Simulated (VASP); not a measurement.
# Na3TlC (P4mm) in VASP: a series of runs

Runs on Na3TlC. Level: PBE. Tasks: single point, relaxation of cell and atoms.

Everything below comes from runs of VASP 6.6.1. Logs are shortened: lines on timing, memory, paths and dates and some standing lists are left out, and cuts for length are marked.

## Step 1: The cell of the first run

The structure is tetragonal, space group P4mm (No. 99). The conventional cell has a = 4.246 Å, b = 4.246 Å, c = 7.247 Å, α = 90.00°, β = 90.00°, γ = 90.00°. Na (site symmetry 2mm) has 2 C at 2.92 Å and 6 Na at 3.00 to 3.17 Å and 2 Tl at 3.05 Å within 3.8 Å. Within 3.6 Å of Na (site symmetry 4mm) lie 1 Tl at 2.70 Å and 4 Na at 3.17 Å. Within 3.6 Å of Tl (site symmetry 4mm) lie 5 Na at 2.70 to 3.05 Å and 4 C at 3.01 Å. C (site symmetry 4mm) has 4 Na at 2.92 Å and 4 Tl at 3.01 Å within 3.8 Å.

The cell was generated, and may not be a known phase.

## Step 2: Single point, PBE

INCAR reads:

```
ALGO     = Normal         # electronic algorithm
EDIFF    = 1E-7           # SCF threshold, eV
ENCUT    = 520            # plane-wave cutoff, eV
GGA      = PE             # functional
ISIF     = 2              # what is computed and relaxed
ISMEAR   = 0              # smearing method
LASPH    = T              # aspherical terms in the spheres
LCHARG   = T              # write CHGCAR
LELF     = T              # ELF
LREAL    = F              # projectors in reciprocal space
LVHAR    = T            
LWAVE    = F              # write WAVECAR
NBANDS   = 27             # bands
NELM     = 80             # most SCF steps
PREC     = Accurate       # precision mode
SIGMA    = 0.1            # smearing width, eV
```

KPOINTS reads:

```
k-points
0
Gamma
  4 4 4
```

POSCAR reads:

```
Na3TlC
1.0
    4.2459187800      0.0000000000      0.0000000000
    0.0000000000      4.2459187800      0.0000000000
    0.0000000000      0.0000000000      7.2471401100
Na Tl C
3 1 1
Direct
    0.5000000000      0.0000000000      0.9660843600
    0.0000000000      0.5000000000      0.9660843600
    0.0000000000      0.0000000000      0.2911616200
    0.0000000000      0.0000000000      0.6635675200
    0.5000000000      0.5000000000      0.6893354800
```

Potentials or basis: VASP PAW PBE potentials, release 64 (Na_pv, Tl_d, C).

Started as:

```bash
> cat potpaw_PBE.64/Na_pv/POTCAR potpaw_PBE.64/Tl_d/POTCAR potpaw_PBE.64/C/POTCAR > POTCAR
> mpirun -np 1 vasp_std > vasp.out
```

OUTCAR:

```text
EDIFF = 1E-7
   ENCUT = 520
   GGA = PE
   ISIF = 2
   ISMEAR = 0
   LASPH = T
   LREAL = F
   NELM = 80
   PREC = Accurate

 ion  position               nearest neighbor table
   1  0.500  0.000  0.966-   4 3.05   4 3.05
   2  0.000  0.500  0.966-   4 3.05   4 3.05
   3  0.000  0.000  0.291-   4 2.70
   4  0.000  0.000  0.664-   3 2.70   5 3.01   5 3.01   5 3.01   5 3.01   1 3.05   1 3.05   2 3.05
                             2 3.05
   5  0.500  0.500  0.689-   4 3.01   4 3.01   4 3.01   4 3.01

  LATTYP: Found a simple tetragonal cell.
 ALAT       =     4.2459187800
 C/A-ratio  =     1.7068485022

  Lattice vectors:

 A1 = (   4.2459187800,   0.0000000000,   0.0000000000)
 A2 = (   0.0000000000,   4.2459187800,   0.0000000000)
 A3 = (   0.0000000000,   0.0000000000,   7.2471401100)

Analysis of symmetry for initial positions (statically):
=====================================================================
 Subroutine PRICEL returns:
 Original cell was already a primitive cell.

 Routine SETGRP: Setting up the symmetry group for a
 simple tetragonal supercell.

 Subroutine GETGRP returns: Found  8 space group operations
 (whereof  8 operations were pure point group operations)
 out of a pool of 16 trial point group operations.

The static configuration has the point symmetry C_4v.

Analysis of symmetry for dynamics (positions and initial velocities):
=====================================================================
 Subroutine PRICEL returns:
 Original cell was already a primitive cell.

 Routine SETGRP: Setting up the symmetry group for a
 simple tetragonal supercell.

 Subroutine GETGRP returns: Found  8 space group operations
 (whereof  8 operations were pure point group operations)
 out of a pool of 16 trial point group operations.

The dynamic configuration has the point symmetry C_4v.

 Subroutine INISYM returns: Found  8 space group operations
 (whereof  8 operations are pure point group operations),
 and found     1 'primitive' translations

----------------------------------------------------------------------------------------

                                     Primitive cell

  volume of cell :     130.6502

  direct lattice vectors                    reciprocal lattice vectors
     4.245918780  0.000000000  0.000000000     0.235520285  0.000000000  0.000000000
     0.000000000  4.245918780  0.000000000     0.000000000  0.235520285  0.000000000
     0.000000000  0.000000000  7.247140110     0.000000000  0.000000000  0.137985465

  length of vectors
     4.245918780  4.245918780  7.247140110     0.235520285  0.235520285  0.137985465

  position of ions in fractional coordinates (direct lattice)
     0.500000000  0.000000000  0.966084360
     0.000000000  0.500000000  0.966084360
     0.000000000  0.000000000  0.291161620
     0.000000000  0.000000000  0.663567520
     0.500000000  0.500000000  0.689335480

  ion indices of the primitive-cell ions
   primitive index   ion index
                 1           1
                 2           2
                 3           3
                 4           4
                 5           5

----------------------------------------------------------------------------------------

 KPOINTS: k-points

Automatic generation of k-mesh.
 Grid dimensions read from file:
 generate k-points for:    4    4    4

 Generating k-lattice:

  Cartesian coordinates                     Fractional coordinates (reciprocal lattice)
     0.058880071  0.000000000  0.000000000     0.250000000  0.000000000  0.000000000
     0.000000000  0.058880071  0.000000000     0.000000000  0.250000000  0.000000000
     0.000000000  0.000000000  0.034496366     0.000000000  0.000000000  0.250000000

  Length of vectors
     0.058880071  0.058880071  0.034496366

  Shift w.r.t. Gamma in fractional coordinates (k-lattice)
     0.000000000  0.000000000  0.000000000

 Subroutine IBZKPT returns following result:
 ===========================================

 Found     18 irreducible k-points:

 Following reciprocal coordinates:
            Coordinates               Weight
  0.000000  0.000000  0.000000      1.000000
  0.250000  0.000000  0.000000      4.000000
  0.500000  0.000000  0.000000      2.000000
  0.250000  0.250000  0.000000      4.000000
  0.500000  0.250000  0.000000      4.000000
  0.500000  0.500000  0.000000      1.000000
[... 10 lines left out ...]
  0.500000  0.250000  0.500000      4.000000
  0.500000  0.500000  0.500000      1.000000
   k-points           NKPTS =     18   k-points in BZ     NKDIM =     18   number of bands    NBANDS=     27
   number of dos      NEDOS =    301   number of ions     NIONS =      5
   total plane-waves  NPLWV =  55296
   dimension x,y,z NGX =    32 NGY =   32 NGZ =   54
   dimension x,y,z NGXF=    64 NGYF=   64 NGZF=  108
   ions per type =               3   1   1
   NGX,Y,Z   is equivalent  to a cutoff of  12.53, 12.53, 12.39 a.u.
   NGXF,Y,Z  is equivalent  to a cutoff of  25.06, 25.06, 24.77 a.u.
 SYSTEM =  unknown system
   PREC   = accura    normal or accurate (medium, high low for compatibility)
   ISTART =      0    job   : 0-new  1-cont  2-samecut
   ICHARG =      2    charge: 1-file 2-atom 10-const
   ISPIN  =      1    spin polarized calculation?
   LNONCOLLINEAR =      F non collinear calculations
   LSORBIT =      F    spin-orbit coupling
   LASPH  =      T    aspherical Exc in radial PAW
   ENCUT  =  520.0 eV  38.22 Ry    6.18 a.u.   7.89  7.89 13.47*2*pi/ulx,y,z
   NELM   =     80;   NELMIN=  2; NELMDL= -5     # of ELM steps
   EDIFF  = 0.1E-06   stopping-criterion for ELM
   LREAL  =      F    real-space projection
   EDIFFG = 0.1E-05   stopping-criterion for IOM
   NSW    =      0    number of steps for IOM
   IBRION =     -1    ionic relax: 0-MD 1-quasi-New 2-CG
   NFREE  =      0    steps in history (QN), initial steepest desc. (CG)
   ISIF   =      2    stress and relaxation
   ISYM   =      2    0-nonsym 1-usesym 2-fastsym
   POTIM  = 0.5000    time-step for ionic-motion
   TEBEG  =    0.0;   TEEND  =   0.0 temperature during run
   PSTRESS=    0.0 pullay stress
   NELECT =      38.0000    total number of electrons
   NUPDOWN=      -1.0000    fix difference up-down
   EMIN   =  10.00;   EMAX   =-10.00  energy-range for DOS
   EFERMI =   0.00;   METHOD = LEGACY
   ISMEAR =     0;   SIGMA  =   0.10  broadening in eV -4-tet -1-fermi 0-gaus
   EFERMI_NEDOS =   21; number of points for ismear=-14 and -15
   IALGO  =     38    algorithm
   IMIX   =      4    mixing-type and parameters
     AMIX     =   0.40;   BMIX     =  1.00
     AMIX_MAG =   1.60;   BMIX_MAG =  1.00
  volume/ion in A,a.u.               =      26.13       176.33
  Fermi-wavevector in a.u.,A,eV,Ry     =   1.084674  2.049737 16.007504  1.176518
  Thomas-Fermi vector in A             =   2.220770
   LORBIT       =      0    0 simple, 1 ext, 2 COOP (PROOUT), +10 PAW based schemes
   GGA     = PE    functional components
   LHFCALC =     F    Hartree Fock is set to
   AEXX    =    0.0000 exact exchange contribution
   IVDW    =     0    specifies the selected vdW correction
   LEPSILON=     F    determine dielectric tensor
   LRPA    =     F    only Hartree local field effects (RPA)
 non-spin polarized calculation
 Gauss-broadening in eV      SIGMA  =   0.10
  energy-cutoff  :      520.00
  volume of cell :      130.65
 maximum number of plane-waves:      3546
 NGX is ok and might be reduce to    32
   NGX = 15   NGY = 15   NGZ = 27

 number of electron      38.0000002 magnetization

 Free energy of the ion-electron system (eV)
  ---------------------------------------------------
  ext. energy  EPLUGINS =         0.00000000
  ---------------------------------------------------
  free energy    TOTEN  =        -9.57898386 eV

  energy without entropy =       -9.56041309  energy(sigma->0) =       -9.56969847

 E-fermi :   1.8820     XC(G=0):  -7.9058

 val. band max:        1.8447582742   @ k =   0.2500   0.2500   0.2500
 cond. band min:       1.8842068445   @ k =   0.5000   0.5000   0.5000
 fundamental gap:      0.0394485704
 Fermi energy:         1.8820446293

 k-point     1 :       0.0000    0.0000    0.0000
  band No.  band energies     occupation
      1     -23.1991      2.00000
      2     -23.1534      2.00000
      3     -23.1534      2.00000
      4     -22.7302      2.00000
      5     -22.7302      2.00000
      6     -22.6574      2.00000
[... 19 lines left out ...]
     26       7.7432      0.00000
     27       8.3191      0.00000

 k-point     2 :       0.2500    0.0000    0.0000
  band No.  band energies     occupation
      1     -23.1990      2.00000
      2     -23.1559      2.00000
      3     -23.1531      2.00000
      4     -22.7157      2.00000
      5     -22.7126      2.00000
      6     -22.6516      2.00000
[... 19 lines left out ...]
     26       8.0720      0.00000
     27       8.1078      0.00000

 k-point     3 :       0.5000    0.0000    0.0000
  band No.  band energies     occupation
      1     -23.1988      2.00000
      2     -23.1584      2.00000
      3     -23.1529      2.00000
      4     -22.6916      2.00000
      5     -22.6852      2.00000
      6     -22.6389      2.00000
[... 19 lines left out ...]
     26       8.7144      0.00000
     27       9.0915      0.00000

 k-point     4 :       0.2500    0.2500    0.0000
  band No.  band energies     occupation
      1     -23.1990      2.00000
      2     -23.1557      2.00000
      3     -23.1556      2.00000
      4     -22.7468      2.00000
      5     -22.6616      2.00000
      6     -22.6612      2.00000
[... 19 lines left out ...]
     26       7.3077      0.00000
     27       7.5860      0.00000

 k-point     5 :       0.5000    0.2500    0.0000
  band No.  band energies     occupation
      1     -23.1990      2.00000
      2     -23.1581      2.00000
      3     -23.1554      2.00000
      4     -22.7505      2.00000
      5     -22.6957      2.00000
      6     -22.6378      2.00000
[... 19 lines left out ...]
     26       6.7259      0.00000
     27       7.1801      0.00000

 k-point     6 :       0.5000    0.5000    0.0000
  band No.  band energies     occupation
      1     -23.1992      2.00000
      2     -23.1579      2.00000
      3     -23.1579      2.00000
      4     -22.7766      2.00000
      5     -22.7213      2.00000
      6     -22.6374      2.00000
[... 264 lines left out ...]
      1     -23.1990      2.00000
      2     -23.1584      2.00000
      3     -23.1529      2.00000
      4     -22.6914      2.00000
      5     -22.6852      2.00000
      6     -22.6389      2.00000
[... 19 lines left out ...]
     26       6.7805      0.00000
     27       8.5613      0.00000

 k-point    16 :       0.2500    0.2500    0.5000
  band No.  band energies     occupation
      1     -23.1991      2.00000
      2     -23.1557      2.00000
      3     -23.1556      2.00000
      4     -22.7466      2.00000
      5     -22.6616      2.00000
      6     -22.6611      2.00000
[... 19 lines left out ...]
     26       6.6682      0.00000
     27       8.4504      0.00000

 k-point    17 :       0.5000    0.2500    0.5000
  band No.  band energies     occupation
      1     -23.1993      2.00000
      2     -23.1581      2.00000
      3     -23.1554      2.00000
      4     -22.7501      2.00000
      5     -22.6957      2.00000
      6     -22.6379      2.00000
[... 19 lines left out ...]
     26       6.5154      0.00000
     27       7.6715      0.00000

 k-point    18 :       0.5000    0.5000    0.5000
  band No.  band energies     occupation
      1     -23.1997      2.00000
      2     -23.1579      2.00000
      3     -23.1579      2.00000
      4     -22.7761      2.00000
      5     -22.7213      2.00000
      6     -22.6374      2.00000
[... 19 lines left out ...]
     26       6.5814      0.00000
     27       7.6610      0.00000

------------------------ aborting loop because EDIFF is reached ----------------------------------------

  FORCE on cell =-STRESS in cart. coord.  units (eV):
  Direction    XX          YY          ZZ          XY          YZ          ZX
  --------------------------------------------------------------------------------------
  -------------------------------------------------------------------------------------
  Total       -1.2223372     -1.2223372      4.1374657      0.0000000      0.0000000      0.0000000
  in kB      -14.9896531    -14.9896531     50.7381891      0.0000000      0.0000000      0.0000000
  external PRESSURE =       6.9196276 kB  Pullay stress =       0.0000000 kB

 VOLUME and BASIS-vectors are now :
 -----------------------------------------------------------------------------
  energy-cutoff  :      520.00
  volume of cell :      130.65
      direct lattice vectors                 reciprocal lattice vectors
     4.245918780  0.000000000  0.000000000     0.235520285  0.000000000  0.000000000
     0.000000000  4.245918780  0.000000000     0.000000000  0.235520285  0.000000000
     0.000000000  0.000000000  7.247140110     0.000000000  0.000000000  0.137985465

 POSITION                                       TOTAL-FORCE (eV/Angst)
 -----------------------------------------------------------------------------------
      2.12296      0.00000      7.00135        -0.000000      0.000000     -0.371640
      0.00000      2.12296      7.00135        -0.000000     -0.000000     -0.371640
      0.00000      0.00000      2.11009        -0.000000      0.000000     -0.082734
      0.00000      0.00000      4.80897         0.000000      0.000000      0.274354
      2.12296      2.12296      4.99571        -0.000000      0.000000      0.551660
 -----------------------------------------------------------------------------------
    total drift:                                0.000000      0.000000      0.002060

  FREE ENERGIE OF THE ION-ELECTRON SYSTEM (eV)
  ---------------------------------------------------
  free  energy   TOTEN  =        -9.5789838568 eV

  energy  without entropy=       -9.5604130888  energy(sigma->0) =       -9.56969847
```

It took 48 s on 1 thread of Intel Xeon Platinum 8259CL at 2.50GHz (Skylake/Cascade Lake), shared host; peak memory 0.25 GiB.

Results:

```
Free energy            : -9.5790 eV
Pressure               : 0.7 GPa
Largest force          : 0.552 eV/Å
Band gap on the k mesh : zero (bands 19 and 20 overlap by 1.00 eV)
```

Forces in eV/Å, atoms in the order of the input:
```
Na   0.000  0.000 -0.372
Na   0.000  0.000 -0.372
Na   0.000  0.000 -0.083
Tl   0.000  0.000  0.274
C    0.000  0.000  0.552
```

Caveat: the k points lie up to 0.37 Å⁻¹ apart, too coarse for converged energies and pressures of a metal; spin-orbit coupling is left out, which moves the levels of the heavy elements.

## Step 3: Single point, PBE

This run uses another cell than the first one, of 28.67 Å³/atom.

INCAR reads:

```
ALGO = Normal
EDIFF = 1E-6
ENCUT = 520
GGA = PE
ISIF = 2
ISMEAR = 0
LASPH = True
LCHARG = False
LREAL = False
LWAVE = False
NBANDS = 27
NELM = 60
PREC = Accurate
SIGMA = 0.1
```

KPOINTS is that of step 2.

POSCAR reads:

```
Na3TlC
1.0
    3.9715742916      0.0000000000      0.0000000000
    0.0000000000      3.9715742916      0.0000000000
    0.0000000000      0.0000000000      9.0894803813
Na Tl C
3 1 1
Direct
    0.5000000000      0.0000000000      0.9343016948
    0.0000000000      0.5000000000      0.9343016948
    0.0000000000      0.0000000000      0.3005339759
    0.0000000000      0.0000000000      0.6467208455
    0.5000000000      0.5000000000      0.7603751289
```

Potentials or basis: VASP PAW PBE potentials, release 64 (Na_pv, Tl_d, C).

Started as:

```bash
> cat potpaw_PBE.64/Na_pv/POTCAR potpaw_PBE.64/Tl_d/POTCAR potpaw_PBE.64/C/POTCAR > POTCAR
> mpirun -np 1 vasp_std > vasp.out
```

Run time: 78 s. Hardware: 1 thread of Intel Xeon Platinum 8259CL at 2.50GHz (Skylake/Cascade Lake), shared host; peak memory 0.27 GiB.

It converged, with:

* Free energy: -10.3586 eV
* Pressure: 0.0 GPa
* Largest force: 0.032 eV/Å
* Band gap on the k mesh: zero (bands 19 and 20 overlap by 0.66 eV)

Forces on the atoms (eV/Å):
```
Na   0.000  0.000  0.004
Na   0.000  0.000  0.004
Na   0.000  0.000  0.007
Tl   0.000  0.000  0.017
C    0.000  0.000 -0.032
```

Stress tensor (GPa, compression positive):
```
-0.04  0.00  0.00
 0.00 -0.04  0.00
 0.00  0.00  0.05
```

Levels at points of the mesh, in eV from the Fermi level:
```tsv
k point	band 17	band 18	band 19	band 20	band 21	band 22
(0.00, 0.00, 0.00)	-2.62	-1.08	-0.31	-0.31	0.68	2.85
(0.50, 0.00, 0.00)	-1.26	-1.12	-0.19	0.06	0.35	2.29
(0.50, 0.50, 0.00)	-2.12	-2.12	-0.27	0.87	2.02	2.30
(0.00, 0.00, 0.50)	-2.62	-0.64	-0.31	-0.31	0.28	1.98
(0.50, 0.00, 0.50)	-1.42	-1.36	0.35	0.48	0.59	1.54
(0.50, 0.50, 0.50)	-2.12	-2.12	-0.28	0.61	1.97	1.97
```

Caveat: the k points lie up to 0.40 Å⁻¹ apart, too coarse for converged energies and pressures of a metal; spin-orbit coupling is left out, which moves the levels of the heavy elements.

## Step 4: Single point, PBE

This run uses another cell than the first one, of 28.59 Å³/atom.

INCAR reads:

```
SYSTEM = Na3TlC
PREC = Accurate ; ENCUT = 520
EDIFF = 1E-7 ; ISMEAR = 0
SIGMA = 0.1 ; LREAL = .False.
LASPH = .True. ; NELM = 100
ALGO = Normal ; ISIF = 2
LWAVE = .False. ; LCHARG = .False.
GGA = PE ; NBANDS = 27
```

KPOINTS reads:

```
Automatic mesh
0
Gamma
  10 10 4
  0 0 0
```

POSCAR reads:

```
Na3TlC
1.0
    3.9860835198      0.0000000000      0.0000000000
    0.0000000000      3.9860835198      0.0000000000
    0.0000000000      0.0000000000      8.9965091863
Na Tl C
3 1 1
Direct
    0.5000000000      0.0000000000      0.9345315840
    0.0000000000      0.5000000000      0.9345315840
    0.0000000000      0.0000000000      0.3003717288
    0.0000000000      0.0000000000      0.6480750143
    0.5000000000      0.5000000000      0.7587234289
```

Started as:

```bash
> cat potpaw_PBE.64/Na_pv/POTCAR potpaw_PBE.64/Tl_d/POTCAR potpaw_PBE.64/C/POTCAR > POTCAR
> mpirun -np 1 vasp_std > vasp.out
```

It took 3.6 min on 1 thread of Intel Xeon Platinum 8259CL at 2.50GHz (Skylake/Cascade Lake), shared host; peak memory 0.38 GiB.

The run converged. Its results:

```yaml
Free_energy: -10.3875 eV
Pressure: 0.0 GPa
Largest_force: 0.016 eV/Å
Band_gap_on_the_k_mesh: zero (bands 19 and 20 overlap by 0.67 eV)
```

Forces on the atoms (eV/Å):
```
Na   0.000  0.000  0.011
Na   0.000  0.000  0.011
Na   0.000  0.000 -0.001
Tl   0.000  0.000 -0.005
C    0.000  0.000 -0.016
```

Levels at points of the mesh, in eV from the Fermi level:
```
           k point  band 16  band 17  band 18  band 19  band 20  band 21  band 22  band 23
(0.00, 0.00, 0.00)    -4.86    -2.46    -0.98    -0.22    -0.22     0.86     3.10     4.49
(0.50, 0.00, 0.00)    -5.88    -1.10    -0.93    -0.04     0.21     0.45     2.39     2.81
(0.50, 0.50, 0.00)    -4.52    -2.00    -2.00    -0.15     1.00     2.16     2.42     2.42
(0.00, 0.00, 0.50)    -4.89    -2.49    -0.46    -0.22    -0.22     0.43     2.15     6.06
(0.50, 0.00, 0.50)    -5.88    -1.26    -1.21     0.45     0.65     0.75     1.71     2.65
(0.50, 0.50, 0.50)    -4.52    -2.00    -2.00    -0.17     0.73     2.11     2.11     2.94
```

Caveat: spin-orbit coupling is left out, which moves the levels of the heavy elements.

(Continued in part 2 of 2.)

The gap in the log of VASP goes by the Fermi energy; the results here count the filled bands.